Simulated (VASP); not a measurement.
A run of VASP 6.6.1:

INCAR

```
SYSTEM = F
PREC = Accurate
ENCUT = 520
EDIFF = 1E-7
ISMEAR = -1
SIGMA = 0.05
LREAL = .False.
LASPH = .True.
NELM = 80
ALGO = Normal
ISIF = 2
LWAVE = .False.
LCHARG = .False.
GGA = PE
NBANDS = 22
```

The input KPOINTS:

```
regular mesh
0
Gamma
  10 10 4
  0 0 0
```

POSCAR

```
F
1.0
    2.5563224246     -1.5840272486      0.0000000000
    2.5563224246      1.5840272486      0.0000000000
   -0.5621106040      0.0000000000      6.5977088989
F
4
Direct
    0.9153359700      0.5958328800      0.0979555000
    0.4041671200      0.0846640300      0.4020445000
    0.0846640300      0.4041671200      0.9020445000
    0.5958328800      0.9153359700      0.5979555000
```

Potentials or basis: VASP PAW PBE potentials, release 64 (F).

Run with:

```console
$ cat potpaw_PBE.64/F/POTCAR > POTCAR
$ mpirun -np 1 vasp_std > vasp.out
```

Hardware: 1 thread of Intel(R) Xeon(R) Platinum 8375C CPU @ 2.90GHz (Ice Lake) (shared host).

Question: How long does it take, and how much memory?

Answer: Run time: 64 s on 1 thread of Intel(R) Xeon(R) Platinum 8375C CPU @ 2.90GHz (Ice Lake), with other jobs on the host, peak memory 0.22 GiB. Counts: scf iterations 13, k points 117.
